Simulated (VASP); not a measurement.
# Sc (Fm-3m) in VASP: relaxation of cell and atoms with r2SCAN

Aim: the relaxation of cell and atoms of Sc with r2SCAN.

Everything below comes from runs of VASP 6.6.1. Logs are shortened: lines on timing, memory, paths and dates and some standing lists are left out, and cuts for length are marked.

## (1) The cell of the first run

The structure is cubic, space group Fm-3m (No. 225). Conventional cell: a = 4.643 Å, b = 4.643 Å, c = 4.643 Å, α = 90.00°, β = 90.00°, γ = 90.00°. Sc (site symmetry m-3m) has 12 Sc at 3.28 Å within 4.3 Å.

This isn't the form of Sc at room conditions, which is hcp.

## (2) Relaxation of cell and atoms, r2SCAN

Input file POSCAR:

```
Sc
1.0
    0.0000000000      2.3213189886      2.3213189886
    2.3213189886      0.0000000000      2.3213189886
    2.3213189886      2.3213189886      0.0000000000
Sc
1
Direct
    0.5000000000      0.5000000000      0.5000000000
```

Input file INCAR.step1:

```
SYSTEM = Sc
PREC     = Accurate       ! precision mode
ENCUT    = 600            ! plane-wave cutoff, eV
ISMEAR   = 0              ! smearing method
SIGMA    = 0.1            ! smearing width, eV
LREAL    = .False.        ! projectors in reciprocal space
LASPH    = .True.         ! aspherical terms in the spheres
NELM     = 100            ! most SCF steps
GGA      = PE             ! functional
ALGO     = Normal         ! electronic algorithm
EDIFF    = 1E-4           ! SCF threshold, eV
LWAVE    = .True.         ! write WAVECAR
LCHARG   = .False.        ! write CHGCAR
```

Input file INCAR.step2:

```
SYSTEM = Sc
PREC     = Accurate       ! precision mode
ENCUT    = 600            ! plane-wave cutoff, eV
EDIFF    = 1E-6           ! SCF threshold, eV
ISMEAR   = 0              ! smearing method
SIGMA    = 0.1            ! smearing width, eV
LREAL    = .False.        ! projectors in reciprocal space
LASPH    = .True.         ! aspherical terms in the spheres
NELM     = 100            ! most SCF steps
ALGO     = Normal         ! electronic algorithm
ISIF     = 3              ! what is computed and relaxed
LWAVE    = .False.        ! write WAVECAR
LCHARG   = .False.        ! write CHGCAR
METAGGA  = R2SCAN         ! meta-GGA
LMIXTAU  = .True.       
IBRION   = 2              ! ionic algorithm
NSW      = 100            ! ionic steps
EDIFFG   = -0.01          ! ionic threshold
ISTART   = 1
```

Input file KPOINTS:

```
Automatic mesh
0
Gamma
  20 20 20
  0 0 0
```

Potentials or basis: VASP PAW PBE potentials, release 64 (Sc_sv).

Launch:

```sh
cat potpaw_PBE.64/Sc_sv/POTCAR > POTCAR
cp INCAR.step1 INCAR
mpirun -np 1 vasp_std > vasp.out
cp INCAR.step2 INCAR
mpirun -np 1 vasp_std > vasp.out
```

OUTCAR:

```text
SYSTEM = Sc
   PREC = Accurate
   ENCUT = 600
   EDIFF = 1E-6
   ISMEAR = 0
   LREAL = .False.
   LASPH = .True.
   NELM = 100
   ISIF = 3
   METAGGA = R2SCAN
   IBRION = 2
   NSW = 100
   EDIFFG = -0.01
   ISTART = 1

 ion  position               nearest neighbor table
   1  0.500  0.500  0.500-

  LATTYP: Found a face centered cubic cell.
 ALAT       =     4.6426379772

  Lattice vectors:

 A1 = (   0.0000000000,   2.3213189886,   2.3213189886)
 A2 = (   2.3213189886,   0.0000000000,   2.3213189886)
 A3 = (   2.3213189886,   2.3213189886,   0.0000000000)

Analysis of symmetry for initial positions (statically):
=====================================================================
 Subroutine PRICEL returns:
 Original cell was already a primitive cell.

 Routine SETGRP: Setting up the symmetry group for a
 face centered cubic supercell.

 Subroutine GETGRP returns: Found 48 space group operations
 (whereof 48 operations were pure point group operations)
 out of a pool of 48 trial point group operations.

The static configuration has the point symmetry O_h .

Analysis of symmetry for dynamics (positions and initial velocities):
=====================================================================
 Subroutine PRICEL returns:
 Original cell was already a primitive cell.

 Routine SETGRP: Setting up the symmetry group for a
 face centered cubic supercell.

 Subroutine GETGRP returns: Found 48 space group operations
 (whereof 48 operations were pure point group operations)
 out of a pool of 48 trial point group operations.

The dynamic configuration has the point symmetry O_h .

 Subroutine INISYM returns: Found 48 space group operations
 (whereof 48 operations are pure point group operations),
 and found     1 'primitive' translations

----------------------------------------------------------------------------------------

                                     Primitive cell

  volume of cell :      25.0170

  direct lattice vectors                    reciprocal lattice vectors
     0.000000000  2.321318989  2.321318989    -0.215394783  0.215394783  0.215394783
     2.321318989  0.000000000  2.321318989     0.215394783 -0.215394783  0.215394783
     2.321318989  2.321318989  0.000000000     0.215394783  0.215394783 -0.215394783

  length of vectors
     3.282840796  3.282840796  3.282840796     0.373074708  0.373074708  0.373074708

  position of ions in fractional coordinates (direct lattice)
     0.500000000  0.500000000  0.500000000

  ion indices of the primitive-cell ions
   primitive index   ion index
                 1           1

----------------------------------------------------------------------------------------

 KPOINTS: Automatic mesh

Automatic generation of k-mesh.
 Grid dimensions read from file:
 generate k-points for:   20   20   20

 Generating k-lattice:

  Cartesian coordinates                     Fractional coordinates (reciprocal lattice)
    -0.010769739  0.010769739  0.010769739     0.050000000  0.000000000  0.000000000
     0.010769739 -0.010769739  0.010769739     0.000000000  0.050000000  0.000000000
     0.010769739  0.010769739 -0.010769739     0.000000000  0.000000000  0.050000000

  Length of vectors
     0.018653735  0.018653735  0.018653735

  Shift w.r.t. Gamma in fractional coordinates (k-lattice)
     0.000000000  0.000000000  0.000000000

 Subroutine IBZKPT returns following result:
 ===========================================

 Found    256 irreducible k-points:

 Following reciprocal coordinates:
            Coordinates               Weight
  0.000000  0.000000  0.000000      1.000000
[... 45 lines left out ...]
   NSW    =    100    number of steps for IOM
   IBRION =      2    ionic relax: 0-MD 1-quasi-New 2-CG
   NFREE  =      1    steps in history (QN), initial steepest desc. (CG)
   ISIF   =      3    stress and relaxation
   ISYM   =      2    0-nonsym 1-usesym 2-fastsym
   POTIM  = 0.5000    time-step for ionic-motion
   TEBEG  =    0.0;   TEEND  =   0.0 temperature during run
   PSTRESS=    0.0 pullay stress
   NELECT =      11.0000    total number of electrons
   NUPDOWN=      -1.0000    fix difference up-down
   EMIN   =  10.00;   EMAX   =-10.00  energy-range for DOS
   EFERMI =   0.00;   METHOD = LEGACY
   ISMEAR =     0;   SIGMA  =   0.10  broadening in eV -4-tet -1-fermi 0-gaus
   EFERMI_NEDOS =   21; number of points for ismear=-14 and -15
   IALGO  =     38    algorithm
   IMIX   =      4    mixing-type and parameters
     AMIX     =   0.40;   BMIX     =  1.00
     AMIX_MAG =   1.60;   BMIX_MAG =  1.00
  volume/ion in A,a.u.               =      25.02       168.82
  Fermi-wavevector in a.u.,A,eV,Ry     =   1.244880  2.352483 21.085313  1.549727
  Thomas-Fermi vector in A             =   2.379127
   LORBIT       =      0    0 simple, 1 ext, 2 COOP (PROOUT), +10 PAW based schemes
   METAGGA = R2SCAN    functional components
   LHFCALC =     F    Hartree Fock is set to
   AEXX    =    0.0000 exact exchange contribution
   IVDW    =     0    specifies the selected vdW correction
   LEPSILON=     F    determine dielectric tensor
   LRPA    =     F    only Hartree local field effects (RPA)
 conjugate gradient relaxation of ions
 non-spin polarized calculation
 Gauss-broadening in eV      SIGMA  =   0.10
  energy-cutoff  :      600.00
  volume of cell :       25.02
 maximum number of plane-waves:       869
   NGX = 13   NGY = 13   NGZ = 13

--------------------------------------- Ionic step        1  -------------------------------------------

 number of electron      10.9999999 magnetization

 Free energy of the ion-electron system (eV)
  ---------------------------------------------------
  ext. energy  EPLUGINS =         0.00000000
  ---------------------------------------------------
  free energy    TOTEN  =       -11.30237597 eV

  energy without entropy =      -11.29245126  energy(sigma->0) =      -11.29741362

------------------------ aborting loop because EDIFF is reached ----------------------------------------

  FORCE on cell =-STRESS in cart. coord.  units (eV):
  Direction    XX          YY          ZZ          XY          YZ          ZX
  --------------------------------------------------------------------------------------
  -------------------------------------------------------------------------------------
  Total        0.0618626      0.0618626      0.0618626      0.0000000     -0.0000000     -0.0000000
  in kB        3.9619049      3.9619049      3.9619049      0.0000000     -0.0000000     -0.0000000
  external PRESSURE =       3.9619049 kB  Pullay stress =       0.0000000 kB

 VOLUME and BASIS-vectors are now :
 -----------------------------------------------------------------------------
  energy-cutoff  :      600.00
  volume of cell :       25.02
      direct lattice vectors                 reciprocal lattice vectors
     0.000000000  2.321318989  2.321318989    -0.215394783  0.215394783  0.215394783
     2.321318989  0.000000000  2.321318989     0.215394783 -0.215394783  0.215394783
     2.321318989  2.321318989  0.000000000     0.215394783  0.215394783 -0.215394783

 POSITION                                       TOTAL-FORCE (eV/Angst)
 -----------------------------------------------------------------------------------
      2.32132      2.32132      2.32132         0.000000      0.000000     -0.000000
 -----------------------------------------------------------------------------------
    total drift:                                0.000000      0.000000      0.000000

  FREE ENERGIE OF THE ION-ELECTRON SYSTEM (eV)
  ---------------------------------------------------
  free  energy   TOTEN  =       -11.3023759749 eV

  energy  without entropy=      -11.2924512552  energy(sigma->0) =      -11.29741362

--------------------------------------- Ionic step        2  -------------------------------------------

 number of electron      11.0000000 magnetization

 Free energy of the ion-electron system (eV)
  ---------------------------------------------------
  ext. energy  EPLUGINS =         0.00000000
  ---------------------------------------------------
  free energy    TOTEN  =       -11.30259361 eV

  energy without entropy =      -11.29261343  energy(sigma->0) =      -11.29760352

 E-fermi :   3.6321     XC(G=0): -10.5118

 val. band max:        3.6283732102   @ k =  -0.4500   0.3000   0.1500
 cond. band min:       3.6371834106   @ k =   0.5000   0.2500   0.1000
 fundamental gap:      0.0088102004
 Fermi energy:         3.6320617610

 k-point     1 :       0.0000    0.0000    0.0000
  band No.  band energies     occupation
      1     -47.9910      2.00000
      2     -25.4365      2.00000
      3     -25.4365      2.00000
      4     -25.4365      2.00000
      5      -1.8870      2.00000
      6       5.3976      0.00000
      7       5.3976      0.00000
      8       5.3976      0.00000
      9       6.8141      0.00000
[... 265 lines left out ...]
 k-point    24 :      -0.3500    0.0500    0.0000
  band No.  band energies     occupation
      1     -47.9436      2.00000
      2     -25.7530      2.00000
      3     -25.4879      2.00000
      4     -25.4755      2.00000
      5       0.9981      2.00000
      6       3.9163      0.00006
      7       5.3612      0.00000
      8       5.4477      0.00000
      9       7.2156      0.00000

 [... further k-points ...]

------------------------ aborting loop because EDIFF is reached ----------------------------------------

  FORCE on cell =-STRESS in cart. coord.  units (eV):
  Direction    XX          YY          ZZ          XY          YZ          ZX
  --------------------------------------------------------------------------------------
  -------------------------------------------------------------------------------------
  Total       -0.0013843     -0.0013843     -0.0013843     -0.0000000     -0.0000000      0.0000000
  in kB       -0.0878666     -0.0878666     -0.0878666     -0.0000000     -0.0000000      0.0000000
  external PRESSURE =      -0.0878666 kB  Pullay stress =       0.0000000 kB

 VOLUME and BASIS-vectors are now :
 -----------------------------------------------------------------------------
  energy-cutoff  :      600.00
  volume of cell :       25.24
      direct lattice vectors                 reciprocal lattice vectors
     0.000000000  2.328246766  2.328246766    -0.214753869  0.214753869  0.214753869
     2.328246766 -0.000000000  2.328246766     0.214753869 -0.214753869  0.214753869
     2.328246766  2.328246766 -0.000000000     0.214753869  0.214753869 -0.214753869

 POSITION                                       TOTAL-FORCE (eV/Angst)
 -----------------------------------------------------------------------------------
      2.32825      2.32825      2.32825         0.000000      0.000000      0.000000
 -----------------------------------------------------------------------------------
    total drift:                                0.000000      0.000000      0.000000

  FREE ENERGIE OF THE ION-ELECTRON SYSTEM (eV)
  ---------------------------------------------------
  free  energy   TOTEN  =       -11.3025936112 eV

  energy  without entropy=      -11.2926134278  energy(sigma->0) =      -11.29760352

 reached required accuracy - stopping structural energy minimisation
```

It took 3.5 min on 1 thread of Intel Xeon 6975P-C (Granite Rapids), shared host; peak memory 0.22 GiB.

Results:

* Free energy: -11.3026 eV
* Relaxed volume: 25.24 Å³/atom
* Relaxed cell: a = 3.293 Å, b = 3.293 Å, c = 3.293 Å, α = 60.00°, β = 60.00°, γ = 60.00°
* Space group after relaxing (to 0.1 Å): Fm-3m (No. 225)
* Energy gained by relaxing: 0.2 meV/atom
* Ionic steps: 2
* Pressure after relaxing: 0.0 GPa
* Band gap on the k mesh: zero (an odd number of electrons rules out a gap without spin polarisation)

The path:
```csv
step,energy change (eV),largest force (eV/Å),pressure (GPa),volume (Å³)
1,0.0000,0.0000,0.40,25.02
2,-0.0002,0.0000,-0.01,25.24
```

Final structure:
```yaml
crystal:
  lattice:
    - [0.00000, 2.32825, 2.32825]
    - [2.32825, 0.00000, 2.32825]
    - [2.32825, 2.32825, 0.00000]
  atoms:
    - { symbol: Sc, position: [0.50000, 0.50000, 0.50000] }
```

Levels at points of the mesh, in eV from the Fermi level:
```csv
k point,band 2,band 3,band 4,band 5,band 6,band 7,band 8,band 9
"(0.00, 0.00, 0.00)",-29.07,-29.07,-29.07,-5.52,1.77,1.77,1.77,3.18
"(0.50, 0.00, 0.00)",-29.45,-29.12,-29.12,-1.80,0.01,1.65,1.65,4.05
"(0.50, 0.50, 0.00)",-29.42,-29.20,-29.20,-1.52,-0.55,1.79,4.06,4.27
```

Caveat: the PAW data sets were made with another functional, which shifts forces and pressure a little.
